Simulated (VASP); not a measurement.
# Sr (Cmcm) in VASP: further runs, part 2 of 2

VASP 6.6.1. Earlier steps stand in the parts before.

### Step 3. Single point, PBEsol

This run uses another cell than the first one, of the same volume but with other edges.

Input file INCAR:

```
SYSTEM = Sr
  ALGO = Fast
  EDIFF = 1E-6
  ENCUT = 520
  GGA = PS
  ISIF = 2
  ISMEAR = 0
  LASPH = .TRUE.
  LCHARG = .FALSE.
  LREAL = .FALSE.
  LWAVE = .FALSE.
  NBANDS = 17
  NELM = 80
  PREC = Accurate
  SIGMA = 0.15
```

Input file KPOINTS:

```
k-points
0
G
  12 12 8
  0 0 0
```

Input file POSCAR:

```
Sr
1.0
    4.6559357237      0.0000000000      0.0000000000
   -2.3279678618      3.2329920427      0.0000000000
    0.0000000000      0.0000000000      6.8785266096
Sr
2
Direct
    0.3333333333      0.6666666667      0.2500000000
    0.6666666667      0.3333333333      0.7500000000
```

Potentials or basis: VASP PAW PBE potentials, release 64 (Sr_sv).

Command:

```sh
> cat potpaw_PBE.64/Sr_sv/POTCAR > POTCAR
> mpirun -np 1 vasp_std > vasp.out
```

OUTCAR:

```text
SYSTEM = Sr
   EDIFF = 1E-6
   ENCUT = 520
   GGA = PS
   ISIF = 2
   ISMEAR = 0
   LASPH = .TRUE.
   LREAL = .FALSE.
   NELM = 80
   PREC = Accurate

 ion  position               nearest neighbor table
   1  0.333  0.667  0.250-   2 4.06   2 4.06   2 4.29   2 4.29   2 4.29   2 4.29
   2  0.667  0.333  0.750-   1 4.06   1 4.06   1 4.29   1 4.29   1 4.29   1 4.29

  Warning from LATTYP: Monoclinic adjustment (A1->A3, A2->A1, A3->A2)!
  LATTYP: Found a base centered orthorhombic cell.
 ALAT       =     4.6559357237
 B/A-ratio  =     1.3887614583
 C/A-ratio  =     1.4773671755

  Lattice vectors:

 A1 = (   2.3279678618,  -3.2329920427,   0.0000000000)
 A2 = (   2.3279678619,   3.2329920427,   0.0000000000)
 A3 = (   0.0000000000,   0.0000000000,   6.8785266096)

Analysis of symmetry for initial positions (statically):
=====================================================================
 Subroutine PRICEL returns:
 Original cell was already a primitive cell.

 Routine SETGRP: Setting up the symmetry group for a
 base centered orthorhombic supercell.

 Subroutine GETGRP returns: Found  8 space group operations
 (whereof  4 operations were pure point group operations)
[... 167 lines left out ...]
 E-fermi :   1.6788     XC(G=0):  -7.6185

 val. band max:        1.6786110149   @ k =   0.3333  -0.0000   0.0000
 cond. band min:       1.6836376926   @ k =   0.4167   0.0833   0.0000
 fundamental gap:      0.0050266777
 Fermi energy:         1.6787617070

 k-point     1 :       0.0000    0.0000    0.0000
  band No.  band energies     occupation
      1     -34.7521      2.00000
      2     -34.7338      2.00000
      3     -16.8818      2.00000
      4     -16.6633      2.00000
      5     -16.6603      2.00000
      6     -16.6383      2.00000
[... 457 lines left out ...]
      4     -16.8425      2.00000
      5     -16.7806      2.00000
      6     -16.7096      2.00000
[... 9 lines left out ...]
     16       5.2750      0.00000
     17       5.8234      0.00000

 [... further k-points ...]

------------------------ aborting loop because EDIFF is reached ----------------------------------------

  FORCE on cell =-STRESS in cart. coord.  units (eV):
  Direction    XX          YY          ZZ          XY          YZ          ZX
  --------------------------------------------------------------------------------------
  -------------------------------------------------------------------------------------
  Total       -0.5844762      0.9706786     -0.1117340      0.0000000      0.0000000      0.0000000
  in kB       -9.0442049     15.0203143     -1.7289764      0.0000000      0.0000000      0.0000000
  external PRESSURE =       1.4157110 kB  Pullay stress =       0.0000000 kB

 VOLUME and BASIS-vectors are now :
 -----------------------------------------------------------------------------
  energy-cutoff  :      520.00
  volume of cell :      103.54
      direct lattice vectors                 reciprocal lattice vectors
     4.655935724  0.000000000  0.000000000     0.214779597  0.154655500  0.000000000
    -2.327967862  3.232992043  0.000000000     0.000000000  0.309310999  0.000000000
     0.000000000  0.000000000  6.878526610     0.000000000  0.000000000  0.145379971

 POSITION                                       TOTAL-FORCE (eV/Angst)
 -----------------------------------------------------------------------------------
     -0.00000      2.15533      1.71963        -0.000000     -0.199281      0.000000
      2.32797      1.07766      5.15889         0.000000      0.199281     -0.000000
 -----------------------------------------------------------------------------------
    total drift:                               -0.000000      0.000000      0.000000

  FREE ENERGIE OF THE ION-ELECTRON SYSTEM (eV)
  ---------------------------------------------------
  free  energy   TOTEN  =        -3.5745752815 eV

  energy  without entropy=       -3.5453796812  energy(sigma->0) =       -3.55997748
```

stdout:

```text
POSCAR found type information on POSCAR Sr
 POSCAR found :  1 types and       2 ions
 scaLAPACK will be used
 -----------------------------------------------------------------------------
|                                                                             |
|                                                                             |
|     You enforced a specific xc type in the INCAR file but a different       |
|     I HOPE YOU KNOW WHAT YOU ARE DOING!                                     |
|                                                                             |
 -----------------------------------------------------------------------------

 LDA part: xc-table for (Slater+PW92), standard interpolation
 POSCAR, INCAR and KPOINTS ok, starting setup
 FFT: planning ... GRIDC
 FFT: planning ... GRID_SOFT
 FFT: planning ... GRID
 WAVECAR not read
 entering main loop
WARNING in EDDRMM: call to ZHEGV failed, returncode =   6  3     10
WARNING in EDDRMM: call to ZHEGV failed, returncode =   8  4     11
WARNING in EDDRMM: call to ZHEGV failed, returncode =   8  4     16
```

Wall time 3.4 min (1 thread of Intel Xeon Platinum 8488C (Sapphire Rapids), shared host); peak memory 0.46 GiB.

What came out:

| Property | Result |
| --- | --- |
| Free energy | -3.5746 eV |
| Pressure | 0.1 GPa |
| Largest force | 0.199 eV/Å |
| Band gap on the k mesh | zero (bands 10 and 11 overlap by 0.16 eV) |

Forces in eV/Å, atoms in the order of the input:
```
Sr   0.000 -0.199  0.000
Sr   0.000  0.199  0.000
```

Stress tensor (GPa, compression positive):
```
-0.90  0.00  0.00
 0.00  1.50  0.00
 0.00  0.00 -0.17
```

Caveat: the cell differs from its parent crystal (strain +e along x and -e along y +0.1100, strain +e along z and -e/2 along x and y +0.0000); the PAW data sets were made with another functional, which shifts forces and pressure a little.

### Step 4. Single point, PBEsol

Input file INCAR:

```
SYSTEM = Sr
ALGO = Fast
EDIFF = 1E-6
ENCUT = 520
GGA = PS
ISIF = 2
ISMEAR = 0
LASPH = .True.
LCHARG = .False.
LREAL = .False.
LWAVE = .False.
NBANDS = 17
NELM = 80
PREC = Accurate
SIGMA = 0.15
```

Input file KPOINTS:

```
k-points
0
Gamma
  12 12 8
  0 0 0
```

Input file POSCAR:

```
Sr
1.0
    4.3551874431      0.0000000000      0.0000000000
   -2.1775937216      3.2391674208      0.0000000000
    0.0000000000      0.0000000000      7.3600234723
Sr
2
Direct
    0.3333333333      0.6666666667      0.2500000000
    0.6666666667      0.3333333333      0.7500000000
```

Command:

```sh
> cat potpaw_PBE.64/Sr_sv/POTCAR > POTCAR
> mpirun -np 1 vasp_std > vasp.out
```

Run time: 3 min. Hardware: 1 thread of Intel Xeon Platinum 8488C (Sapphire Rapids), shared host; peak memory 0.46 GiB.

The run converged. Its results:

| Property | Result |
| --- | --- |
| Free energy | -3.5530 eV |
| Pressure | 0.2 GPa |
| Largest force | 0.096 eV/Å |
| Band gap on the k mesh | zero (bands 10 and 11 overlap by 0.45 eV) |

Forces in eV/Å, atoms in the order of the input:
```
Sr   0.000 -0.096  0.000
Sr   0.000  0.096  0.000
```

Stress tensor (GPa, compression positive):
```
 0.08  0.00  0.00
 0.00  2.51  0.00
 0.00  0.00 -1.86
```

Levels at points of the mesh, in eV from the Fermi level:
```tsv
k point	band 6	band 7	band 8	band 9	band 10	band 11	band 12	band 13	band 14	band 15
(0.00, 0.00, 0.00)	-18.28	-18.27	-18.26	-3.67	-1.44	-0.17	1.76	1.81	2.08	3.45
(0.50, 0.00, 0.00)	-18.32	-18.31	-18.29	-1.03	-0.47	-0.03	0.39	1.09	1.59	3.14
(0.00, 0.50, 0.00)	-18.38	-18.35	-18.33	-0.66	-0.26	0.15	0.66	1.46	2.01	2.11
(0.00, 0.00, 0.50)	-18.28	-18.27	-18.27	-2.83	-2.83	0.95	0.95	1.84	1.84	3.42
(0.50, 0.00, 0.50)	-18.35	-18.30	-18.30	-0.83	-0.83	0.31	0.31	1.22	1.22	3.82
(0.00, 0.50, 0.50)	-18.40	-18.33	-18.33	-0.57	-0.57	0.64	0.64	1.59	1.59	2.78
```

Caveat: the cell differs from its parent crystal (strain +e along x and -e along y +0.0733, strain +e along z and -e/2 along x and y +0.0700); the PAW data sets were made with another functional, which shifts forces and pressure a little.

### Step 5. Single point, PBEsol

Input file INCAR:

```
SYSTEM = Sr
  PREC = Accurate
  ENCUT = 520
  EDIFF = 1E-6
  ISMEAR = 0
  SIGMA = 0.15
  LREAL = .FALSE.
  LASPH = .TRUE.
  NELM = 80
  ALGO = Fast
  ISIF = 2
  LWAVE = .FALSE.
  LCHARG = .TRUE.
  GGA = PS
  LELF = .TRUE.
  LVHAR = .TRUE.
  NBANDS = 17
```

Input file KPOINTS:

```
regular mesh
0
G
  12 12 8
  0 0 0
```

Input file POSCAR:

```
Sr
1.0
    4.0338859328      0.0000000000      0.0000000000
   -2.0169429664      4.0259832370      0.0000000000
    0.0000000000      0.0000000000      6.3970297469
Sr
2
Direct
    0.3333333333      0.6666666667      0.2500000000
    0.6666666667      0.3333333333      0.7500000000
```

Command:

```sh
> cat potpaw_PBE.64/Sr_sv/POTCAR > POTCAR
> mpirun -np 1 vasp_std > vasp.out
```

Wall time 3.9 min (1 thread of Intel Xeon Platinum 8488C (Sapphire Rapids), shared host); peak memory 0.45 GiB.

It converged, with:

- Free energy: -3.5691 eV
- Pressure: 0.3 GPa
- Largest force: 0.192 eV/Å
- Band gap on the k mesh: zero (bands 10 and 11 overlap by 0.31 eV)

Forces in eV/Å, atoms in the order of the input:
```
Sr   0.000  0.192  0.000
Sr   0.000 -0.192  0.000
```

Stress tensor (GPa, compression positive):
```
 1.08  0.00  0.00
 0.00 -1.73  0.00
 0.00  0.00  1.69
```

Levels at points of the mesh, in eV from the Fermi level:
```
           k point  band 6  band 7  band 8  band 9  band 10  band 11  band 12  band 13  band 14  band 15
(0.00, 0.00, 0.00)  -18.32  -18.30  -18.30   -3.72    -0.91     0.62     1.56     2.22     2.68     2.84
(0.50, 0.00, 0.00)  -18.40  -18.39  -18.33   -1.07    -0.42     0.14     0.15     1.43     2.01     2.52
(0.00, 0.50, 0.00)  -18.38  -18.36  -18.30   -1.57    -0.89     0.12     0.17     1.42     1.96     2.49
(0.00, 0.00, 0.50)  -18.35  -18.33  -18.33   -2.58    -2.58     1.52     1.52     1.67     1.67     2.71
(0.50, 0.00, 0.50)  -18.39  -18.36  -18.36   -0.74    -0.74     0.46     0.46     1.54     1.54     2.57
(0.00, 0.50, 0.50)  -18.35  -18.34  -18.34   -1.07    -1.07     0.04     0.04     1.44     1.44     3.35
```

Caveat: the cell differs from its parent crystal (strain +e along x and -e along y -0.0733, strain +e along z and -e/2 along x and y -0.0700); the PAW data sets were made with another functional, which shifts forces and pressure a little.

### Step 6. Single point, PBEsol

Input file INCAR:

```
SYSTEM = Sr
  PREC = Accurate
  ENCUT = 520
  EDIFF = 1E-7
  ISMEAR = 0
  SIGMA = 0.15
  LREAL = .FALSE.
  LASPH = .TRUE.
  NELM = 60
  ALGO = Fast
  ISIF = 2
  LWAVE = .FALSE.
  LCHARG = .FALSE.
  GGA = PS
  NBANDS = 17
```

Input file KPOINTS:

```
Automatic mesh
0
G
  12 12 8
  0 0 0
```

Input file POSCAR:

```
Sr
1.0
    4.6488050113      0.0000000000      0.0000000000
   -2.3244025057      3.4934476938      0.0000000000
    0.0000000000      0.0000000000      6.3970297469
Sr
2
Direct
    0.3333333333      0.6666666667      0.2500000000
    0.6666666667      0.3333333333      0.7500000000
```

Potentials or basis: VASP PAW PBE potentials, release 64 (Sr_sv).

Command:

```sh
> cat potpaw_PBE.64/Sr_sv/POTCAR > POTCAR
> mpirun -np 1 vasp_std > vasp.out
```

OUTCAR:

```text
SYSTEM = Sr
   PREC = Accurate
   ENCUT = 520
   EDIFF = 1E-7
   ISMEAR = 0
   LREAL = .FALSE.
   LASPH = .TRUE.
   NELM = 60
   ISIF = 2
   GGA = PS

 ion  position               nearest neighbor table
   1  0.333  0.667  0.250-   2 3.96   2 3.96   2 4.12   2 4.12   2 4.12   2 4.12
   2  0.667  0.333  0.750-   1 3.96   1 3.96   1 4.12   1 4.12   1 4.12   1 4.12

  Warning from LATTYP: Monoclinic adjustment (A1->A3, A2->A1, A3->A2)!
  LATTYP: Found a base centered orthorhombic cell.
 ALAT       =     4.6488050113
 B/A-ratio  =     1.5029443848
 C/A-ratio  =     1.3760589509

  Lattice vectors:
[... 672 lines left out ...]

  FORCE on cell =-STRESS in cart. coord.  units (eV):
  Direction    XX          YY          ZZ          XY          YZ          ZX
  --------------------------------------------------------------------------------------
  -------------------------------------------------------------------------------------
  Total       -0.8531803      0.2925443      1.0824031     -0.0000000      0.0000000      0.0000000
  in kB      -13.1576229      4.5115754     16.6926652     -0.0000000      0.0000000      0.0000000
  external PRESSURE =       2.6822059 kB  Pullay stress =       0.0000000 kB

 VOLUME and BASIS-vectors are now :
 -----------------------------------------------------------------------------
  energy-cutoff  :      520.00
  volume of cell :      103.89
      direct lattice vectors                 reciprocal lattice vectors
     4.648805011  0.000000000  0.000000000     0.215109044  0.143125086  0.000000000
    -2.324402506  3.493447694  0.000000000     0.000000000  0.286250171  0.000000000
     0.000000000  0.000000000  6.397029747     0.000000000  0.000000000  0.156322550

 POSITION                                       TOTAL-FORCE (eV/Angst)
 -----------------------------------------------------------------------------------
     -0.00000      2.32897      1.59926         0.000000     -0.203901      0.000000
      2.32440      1.16448      4.79777        -0.000000      0.203901      0.000000
 -----------------------------------------------------------------------------------
    total drift:                               -0.000000      0.000000     -0.000000

  FREE ENERGIE OF THE ION-ELECTRON SYSTEM (eV)
  ---------------------------------------------------
  free  energy   TOTEN  =        -3.5845753483 eV

  energy  without entropy=       -3.5549546690  energy(sigma->0) =       -3.56976501
```

Wall time 4.2 min (1 thread of Intel Xeon Platinum 8488C (Sapphire Rapids), shared host); peak memory 0.46 GiB.

What came out:

```yaml
Free_energy: -3.5846 eV
Pressure: 0.3 GPa
Largest_force: 0.204 eV/Å
Band_gap_on_the_k_mesh: zero (bands 10 and 11 overlap by 0.14 eV)
```

Forces in eV/Å, atoms in the order of the input:
```
Sr   0.000 -0.204  0.000
Sr   0.000  0.204  0.000
```

Caveat: the cell differs from its parent crystal (strain +e along x and -e along y +0.0733, strain +e along z and -e/2 along x and y -0.0700); the PAW data sets were made with another functional, which shifts forces and pressure a little.

### Step 7. Overview

| cell | further INCAR settings | gap on the mesh (eV) | pressure (GPa) | largest force (eV/Å) |
| --- | --- | --- | --- | --- |
| a = 3.733, b = 4.443, c = 6.879 Å, angles 90.0, 90.0, 114.8°, 2 atoms | ALGO = Fast; EDIFF = 1e-07; NBANDS = 17 | none | 0.4 | 0.20 |
| a = 4.656, b = 3.984, c = 6.879 Å, angles 90.0, 90.0, 125.8°, 2 atoms | ALGO = Fast; EDIFF = 1e-06; NBANDS = 17 | none | 0.1 | 0.20 |
| a = 4.355, b = 3.903, c = 7.360 Å, angles 90.0, 90.0, 123.9°, 2 atoms | ALGO = Fast; EDIFF = 1e-06; NBANDS = 17 | none | 0.2 | 0.10 |
| a = 4.034, b = 4.503, c = 6.397 Å, angles 90.0, 90.0, 116.6°, 2 atoms | ALGO = Fast; EDIFF = 1e-06; NBANDS = 17 | none | 0.3 | 0.19 |
| a = 4.649, b = 4.196, c = 6.397 Å, angles 90.0, 90.0, 123.6°, 2 atoms | ALGO = Fast; EDIFF = 1e-07; NBANDS = 17 | none | 0.3 | 0.20 |

Alike in all rows: task single point; level PBEsol; potentials or basis VASP PAW PBE potentials, release 64 (Sr_sv); no spin polarisation; k mesh 12 × 12 × 8; cutoff (eV) 520; smearing gaussian 0.15 eV.

Caveats: the PAW data sets were made with another functional, which shifts forces and pressure a little; the stress differs along the axes, from -2 to 4 GPa (at least some runs).

Total energies depend on the potentials used, so only differences within one code and one set of settings carry meaning.
